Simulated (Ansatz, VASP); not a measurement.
Two plane-wave programs on Si4Cl

```xyz
5
Lattice="3.8182 -4.9500 0.0000 3.8182 4.9500 0.0000 0.0000 0.0000 3.2599" Properties=species:S:1:pos:R:3 pbc="T T T"
Si    2.4288    0.0000    0.0000
Si    3.8182    1.3055    1.6300
Si    3.8182   -1.3055    1.6300
Si    5.2076    0.0000    0.0000
Cl    0.0000    0.0000    0.0000
```

Change from the starting cell: species swapped into the OsCl4 type (Cmmm, No. 65).

Alike in both runs: task relaxation of cell and atoms; functional PBE; k mesh 6 × 6 × 12; occupations gaussian, width 0.1 eV; no spin polarisation.

```csv
,VASP,Ansatz
version,VASP 6.6.1,Ansatz 0.2.0
potentials or method,"VASP PAW PBE potentials, release 64 (Si, Cl), cutoff 600 eV","scalar-relativistic, plane waves, PAW"
valence electrons in the cell,23,23
```

```csv
,VASP,Ansatz,Ansatz less VASP
"gap on the k mesh at the Fermi level, each at its own relaxed structure (eV)",none,none,-
relaxed volume (Å³/atom),24.25,24.28,+0.035
relaxed cell length with the largest relative difference (Å),6.157,6.162,+0.0043
```

A gap of «none» marks a metal or a gap that the smearing closes.
